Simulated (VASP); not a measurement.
# BeTlMo (P4/nmm) in VASP: a series of runs

The runs below take BeTlMo through single point, relaxation of cell and atoms, with PBE.

Everything below comes from runs of VASP 6.6.1. Logs are shortened: lines on timing, memory, paths and dates and some standing lists are left out, and cuts for length are marked.

## 1. The cell of the first run

The structure is tetragonal, space group P4/nmm (No. 129). The conventional cell has a = 3.862 Å, b = 3.862 Å, c = 6.691 Å, α = 90.00°, β = 90.00°, γ = 90.00°. Within 3.0 Å of Be (site symmetry 4mm) lie 5 Mo at 2.25 to 2.75 Å and 4 Tl at 2.84 Å. Tl (site symmetry -4m2) has 4 Tl at 2.73 Å and 4 Be at 2.84 Å and 4 Mo at 3.05 Å within 3.6 Å. Mo (site symmetry 4mm) has 5 Be at 2.25 to 2.75 Å and 4 Tl at 3.05 Å within 3.1 Å.

## 2. Single point, PBE

Input file INCAR:

```
SYSTEM = BeTlMo
PREC = Accurate ; ENCUT = 520
EDIFF = 1E-6 ; ISMEAR = 0
SIGMA = 0.1 ; LREAL = .False.
LASPH = .True. ; NELM = 100
ALGO = Fast ; ISIF = 2
LWAVE = .False. ; LCHARG = .False.
GGA = PE ; NBANDS = 38
```

Input file KPOINTS:

```
Automatic mesh
0
Gamma
  4 4 4
  0 0 0
```

Input file POSCAR:

```
BeTlMo
1.0
    3.8620899998      0.0000000000      0.0000000000
    0.0000000000      3.8620899998      0.0000000000
    0.0000000000      0.0000000000      6.6909044658
Be Tl Mo
2 2 2
Direct
    0.0000000000      0.5000000000      0.3106211288
    0.5000000000      0.0000000000      0.6893788712
    0.0000000000      0.0000000000      0.0000000000
    0.5000000000      0.5000000000      0.0000000000
    0.0000000000      0.5000000000      0.6467337718
    0.5000000000      0.0000000000      0.3532662282
```

Potentials or basis: VASP PAW PBE potentials, release 64 (Be, Tl_d, Mo_sv).

Command:

```
$ cat potpaw_PBE.64/Be/POTCAR potpaw_PBE.64/Tl_d/POTCAR potpaw_PBE.64/Mo_sv/POTCAR > POTCAR
$ mpirun -np 1 vasp_std > vasp.out
```

OUTCAR:

```text
SYSTEM = BeTlMo
   PREC = Accurate
   ENCUT = 520
   EDIFF = 1E-6
   ISMEAR = 0
   LREAL = .False.
   LASPH = .True.
   NELM = 100
   ISIF = 2
   GGA = PE

 ion  position               nearest neighbor table
   1  0.000  0.500  0.311-   5 2.25   6 2.75   6 2.75   6 2.75   6 2.75   3 2.84   4 2.84   4 2.84
                             3 2.84
   2  0.500  0.000  0.689-   6 2.25   5 2.75   5 2.75   5 2.75   5 2.75   3 2.84   3 2.84   4 2.84
                             4 2.84
   3  0.000  0.000  0.000-   4 2.73   4 2.73   4 2.73   4 2.73   2 2.84   2 2.84   1 2.84   1 2.84
                             5 3.05   6 3.05   6 3.05   5 3.05
   4  0.500  0.500  0.000-   3 2.73   3 2.73   3 2.73   3 2.73   2 2.84   1 2.84   1 2.84   2 2.84
                             5 3.05   6 3.05   5 3.05   6 3.05
   5  0.000  0.500  0.647-   1 2.25   2 2.75   2 2.75   2 2.75   2 2.75   3 3.05   4 3.05   4 3.05
                             3 3.05   6 3.36   6 3.36   6 3.36   6 3.36
   6  0.500  0.000  0.353-   2 2.25   1 2.75   1 2.75   1 2.75   1 2.75   4 3.05   4 3.05   3 3.05
                             3 3.05   5 3.36   5 3.36   5 3.36   5 3.36

  LATTYP: Found a simple tetragonal cell.
 ALAT       =     3.8620899998
 C/A-ratio  =     1.7324568993

  Lattice vectors:

 A1 = (   3.8620899998,   0.0000000000,   0.0000000000)
 A2 = (   0.0000000000,   3.8620899998,   0.0000000000)
 A3 = (   0.0000000000,   0.0000000000,   6.6909044658)

Analysis of symmetry for initial positions (statically):
=====================================================================
 Subroutine PRICEL returns:
 Original cell was already a primitive cell.

 Routine SETGRP: Setting up the symmetry group for a
 simple tetragonal supercell.

 Subroutine GETGRP returns: Found 16 space group operations
 (whereof  8 operations were pure point group operations)
 out of a pool of 16 trial point group operations.

The static configuration has the point symmetry D_2d.
 The point group associated with its full space group is D_4h.

Analysis of symmetry for dynamics (positions and initial velocities):
=====================================================================
 Subroutine PRICEL returns:
 Original cell was already a primitive cell.

 Routine SETGRP: Setting up the symmetry group for a
 simple tetragonal supercell.

 Subroutine GETGRP returns: Found 16 space group operations
 (whereof  8 operations were pure point group operations)
 out of a pool of 16 trial point group operations.

The dynamic configuration has the point symmetry D_2d.
 The point group associated with its full space group is D_4h.

 Subroutine INISYM returns: Found 16 space group operations
 (whereof  8 operations are pure point group operations),
 and found     1 'primitive' translations

----------------------------------------------------------------------------------------

                                     Primitive cell

  volume of cell :      99.7998

  direct lattice vectors                    reciprocal lattice vectors
     3.862090000  0.000000000  0.000000000     0.258927161  0.000000000  0.000000000
     0.000000000  3.862090000  0.000000000     0.000000000  0.258927161  0.000000000
     0.000000000  0.000000000  6.690904466     0.000000000  0.000000000  0.149456625

  length of vectors
     3.862090000  3.862090000  6.690904466     0.258927161  0.258927161  0.149456625

  position of ions in fractional coordinates (direct lattice)
     0.000000000  0.500000000  0.310621129
     0.500000000  0.000000000  0.689378871
     0.000000000  0.000000000  0.000000000
     0.500000000  0.500000000  0.000000000
     0.000000000  0.500000000  0.646733772
     0.500000000  0.000000000  0.353266228

  ion indices of the primitive-cell ions
   primitive index   ion index
                 1           1
                 2           2
                 3           3
                 4           4
                 5           5
                 6           6

----------------------------------------------------------------------------------------

 KPOINTS: Automatic mesh

Automatic generation of k-mesh.
 Grid dimensions read from file:
 generate k-points for:    4    4    4

 Generating k-lattice:

  Cartesian coordinates                     Fractional coordinates (reciprocal lattice)
     0.064731790  0.000000000  0.000000000     0.250000000  0.000000000  0.000000000
     0.000000000  0.064731790  0.000000000     0.000000000  0.250000000  0.000000000
     0.000000000  0.000000000  0.037364156     0.000000000  0.000000000  0.250000000

  Length of vectors
     0.064731790  0.064731790  0.037364156

  Shift w.r.t. Gamma in fractional coordinates (k-lattice)
     0.000000000  0.000000000  0.000000000

 Subroutine IBZKPT returns following result:
 ===========================================

 Found     18 irreducible k-points:

 Following reciprocal coordinates:
            Coordinates               Weight
  0.000000  0.000000  0.000000      1.000000
  0.250000  0.000000  0.000000      4.000000
  0.500000  0.000000  0.000000      2.000000
  0.250000  0.250000  0.000000      4.000000
  0.500000  0.250000  0.000000      4.000000
  0.500000  0.500000  0.000000      1.000000
[... 10 lines left out ...]
  0.500000  0.250000  0.500000      4.000000
  0.500000  0.500000  0.500000      1.000000
   k-points           NKPTS =     18   k-points in BZ     NKDIM =     18   number of bands    NBANDS=     38
   number of dos      NEDOS =    301   number of ions     NIONS =      6
   total plane-waves  NPLWV =  45000
   dimension x,y,z NGX =    30 NGY =   30 NGZ =   50
   dimension x,y,z NGXF=    60 NGYF=   60 NGZF=  100
   ions per type =               2   2   2
   NGX,Y,Z   is equivalent  to a cutoff of  12.91, 12.91, 12.42 a.u.
   NGXF,Y,Z  is equivalent  to a cutoff of  25.83, 25.83, 24.85 a.u.
 SYSTEM =  BeTlMo
   PREC   = accura    normal or accurate (medium, high low for compatibility)
   ISTART =      0    job   : 0-new  1-cont  2-samecut
   ICHARG =      2    charge: 1-file 2-atom 10-const
   ISPIN  =      1    spin polarized calculation?
   LNONCOLLINEAR =      F non collinear calculations
   LSORBIT =      F    spin-orbit coupling
   LASPH  =      T    aspherical Exc in radial PAW
   ENCUT  =  520.0 eV  38.22 Ry    6.18 a.u.   7.18  7.18 12.44*2*pi/ulx,y,z
   NELM   =    100;   NELMIN=  2; NELMDL= -5     # of ELM steps
   EDIFF  = 0.1E-05   stopping-criterion for ELM
   LREAL  =      F    real-space projection
   EDIFFG = 0.1E-04   stopping-criterion for IOM
   NSW    =      0    number of steps for IOM
   IBRION =     -1    ionic relax: 0-MD 1-quasi-New 2-CG
   NFREE  =      0    steps in history (QN), initial steepest desc. (CG)
   ISIF   =      2    stress and relaxation
   ISYM   =      2    0-nonsym 1-usesym 2-fastsym
   POTIM  = 0.5000    time-step for ionic-motion
   TEBEG  =    0.0;   TEEND  =   0.0 temperature during run
   PSTRESS=    0.0 pullay stress
   NELECT =      58.0000    total number of electrons
   NUPDOWN=      -1.0000    fix difference up-down
   EMIN   =  10.00;   EMAX   =-10.00  energy-range for DOS
   EFERMI =   0.00;   METHOD = LEGACY
   ISMEAR =     0;   SIGMA  =   0.10  broadening in eV -4-tet -1-fermi 0-gaus
   EFERMI_NEDOS =   21; number of points for ismear=-14 and -15
   IALGO  =     68    algorithm
   IMIX   =      4    mixing-type and parameters
     AMIX     =   0.40;   BMIX     =  1.00
     AMIX_MAG =   1.60;   BMIX_MAG =  1.00
  volume/ion in A,a.u.               =      16.63       112.25
  Fermi-wavevector in a.u.,A,eV,Ry     =   1.366179  2.581704 25.394529  1.866445
  Thomas-Fermi vector in A             =   2.492342
   LORBIT       =      0    0 simple, 1 ext, 2 COOP (PROOUT), +10 PAW based schemes
   GGA     = PE    functional components
   LHFCALC =     F    Hartree Fock is set to
   AEXX    =    0.0000 exact exchange contribution
   IVDW    =     0    specifies the selected vdW correction
   LEPSILON=     F    determine dielectric tensor
   LRPA    =     F    only Hartree local field effects (RPA)
 non-spin polarized calculation
 RMM-DIIS sequential band-by-band and
 Gauss-broadening in eV      SIGMA  =   0.10
  energy-cutoff  :      520.00
  volume of cell :       99.80
 maximum number of plane-waves:      2736
 NGX is ok and might be reduce to    30
   NGX = 15   NGY = 15   NGZ = 25

 number of electron      57.9999987 magnetization

 Free energy of the ion-electron system (eV)
  ---------------------------------------------------
  ext. energy  EPLUGINS =         0.00000000
  ---------------------------------------------------
  free energy    TOTEN  =       -27.99583992 eV

  energy without entropy =      -27.97140731  energy(sigma->0) =      -27.98362361

 E-fermi :   9.1912     XC(G=0): -11.6154

 val. band max:        9.1479508749   @ k =   0.2500   0.0000   0.2500
 cond. band min:       9.2513747137   @ k =   0.5000   0.2500   0.2500
 fundamental gap:      0.1034238387
 Fermi energy:         9.1911765505

 k-point     1 :       0.0000    0.0000    0.0000
  band No.  band energies     occupation
      1     -51.9872      2.00000
      2     -51.9715      2.00000
      3     -26.1305      2.00000
      4     -26.1305      2.00000
      5     -26.0672      2.00000
      6     -26.0672      2.00000
[... 30 lines left out ...]
     37      13.7412      0.00000
     38      13.8241      0.00000

 k-point     2 :       0.2500    0.0000    0.0000
  band No.  band energies     occupation
      1     -51.9844      2.00000
      2     -51.9733      2.00000
      3     -26.1382      2.00000
      4     -26.1200      2.00000
      5     -26.0954      2.00000
      6     -26.0753      2.00000
[... 30 lines left out ...]
     37      14.2820      0.00000
     38      14.3677      0.00000

 k-point     3 :       0.5000    0.0000    0.0000
  band No.  band energies     occupation
      1     -51.9783      2.00000
      2     -51.9783      2.00000
      3     -26.1336      2.00000
      4     -26.1336      2.00000
      5     -26.0964      2.00000
      6     -26.0964      2.00000
[... 30 lines left out ...]
     37      13.7852      0.00000
     38      13.7852      0.00000

 k-point     4 :       0.2500    0.2500    0.0000
  band No.  band energies     occupation
      1     -51.9823      2.00000
      2     -51.9744      2.00000
      3     -26.1480      2.00000
      4     -26.1212      2.00000
      5     -26.1097      2.00000
      6     -26.0735      2.00000
[... 30 lines left out ...]
     37      13.0774      0.00000
     38      13.8161      0.00000
[... 457 lines left out ...]
      4     -26.1209      2.00000
      5     -26.1102      2.00000
      6     -26.0737      2.00000
[... 30 lines left out ...]
     37      13.5876      0.00000
     38      14.0419      0.00000

 k-point    17 :       0.5000    0.2500    0.5000
  band No.  band energies     occupation
      1     -51.9778      2.00000
      2     -51.9778      2.00000
      3     -26.1499      2.00000
      4     -26.1499      2.00000
      5     -26.0880      2.00000
      6     -26.0880      2.00000
[... 30 lines left out ...]
     37      13.3943      0.00000
     38      13.3991      0.00000

 k-point    18 :       0.5000    0.5000    0.5000
  band No.  band energies     occupation
      1     -51.9773      2.00000
      2     -51.9773      2.00000
      3     -26.1648      2.00000
      4     -26.1648      2.00000
      5     -26.0804      2.00000
      6     -26.0804      2.00000
[... 30 lines left out ...]
     37      13.1650      0.00000
     38      13.1701      0.00000

------------------------ aborting loop because EDIFF is reached ----------------------------------------

  FORCE on cell =-STRESS in cart. coord.  units (eV):
  Direction    XX          YY          ZZ          XY          YZ          ZX
  --------------------------------------------------------------------------------------
  -------------------------------------------------------------------------------------
  Total        0.0723211      0.0723211      0.1099550      0.0000000      0.0000000      0.0000000
  in kB        1.1610364      1.1610364      1.7652088      0.0000000      0.0000000      0.0000000
  external PRESSURE =       1.3624272 kB  Pullay stress =       0.0000000 kB

 VOLUME and BASIS-vectors are now :
 -----------------------------------------------------------------------------
  energy-cutoff  :      520.00
  volume of cell :       99.80
      direct lattice vectors                 reciprocal lattice vectors
     3.862090000  0.000000000  0.000000000     0.258927161  0.000000000  0.000000000
     0.000000000  3.862090000  0.000000000     0.000000000  0.258927161  0.000000000
     0.000000000  0.000000000  6.690904466     0.000000000  0.000000000  0.149456625

 POSITION                                       TOTAL-FORCE (eV/Angst)
 -----------------------------------------------------------------------------------
      0.00000      1.93104      2.07834         0.000000     -0.000000     -0.002061
      1.93104      0.00000      4.61257         0.000000     -0.000000      0.002061
      0.00000      0.00000      0.00000         0.000000      0.000000      0.000000
      1.93104      1.93104      0.00000        -0.000000     -0.000000      0.000000
      0.00000      1.93104      4.32723         0.000000      0.000000     -0.013611
      1.93104      0.00000      2.36367         0.000000     -0.000000      0.013611
 -----------------------------------------------------------------------------------
    total drift:                                0.000000      0.000000      0.000000

  FREE ENERGIE OF THE ION-ELECTRON SYSTEM (eV)
  ---------------------------------------------------
  free  energy   TOTEN  =       -27.9958399168 eV

  energy  without entropy=      -27.9714073074  energy(sigma->0) =      -27.98362361
```

It took 87 s on 1 thread of Oxide Virtual Turin-like, shared host; peak memory 0.2 GiB.

Results:

```
Free energy            : -27.9958 eV
Pressure               : 0.1 GPa
Largest force          : 0.014 eV/Å
Band gap on the k mesh : zero (bands 29 and 30 overlap by 1.10 eV)
```

Forces in eV/Å, atoms in the order of the input:
```
Be   0.000  0.000 -0.002
Be   0.000  0.000  0.002
Tl   0.000  0.000  0.000
Tl   0.000  0.000  0.000
Mo   0.000  0.000 -0.014
Mo   0.000  0.000  0.014
```

Caveat: the k points lie up to 0.41 Å⁻¹ apart, too coarse for converged energies and pressures of a metal; spin-orbit coupling is left out, which moves the levels of the heavy elements.

(Continued in part 2 of 3.)

The gap in the log of VASP goes by the Fermi energy; the results here count the filled bands.